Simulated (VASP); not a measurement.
A run of VASP 6.6.1 is set up as follows.

Contents of INCAR:

```
  ALGO = Fast
  EDIFF = 1E-6
  ENCUT = 520
  GGA = PE
  ISIF = 2
  ISMEAR = 0
  LASPH = True
  LCHARG = False
  LREAL = False
  LWAVE = False
  NBANDS = 12
  NELM = 100
  PREC = Accurate
  SIGMA = 0.1
```

Contents of KPOINTS:

```
k-points
0
Gamma
  11 11 11
```

The input POSCAR:

```
Nb
1.0
    0.0000000000      2.1150000000      2.1150000000
    2.1150000000      0.0000000000      2.1150000000
    2.1150000000      2.1150000000      0.0000000000
Nb
1
Direct
    0.0000000000      0.0000000000      0.0000000000
```

Potentials or basis: VASP PAW PBE potentials, release 64 (Nb_sv).

The run is started by

```sh
$ cat potpaw_PBE.64/Nb_sv/POTCAR > POTCAR
$ mpirun -np 1 vasp_std > vasp.out
```

Predict the pressure.

-2.1 GPa.
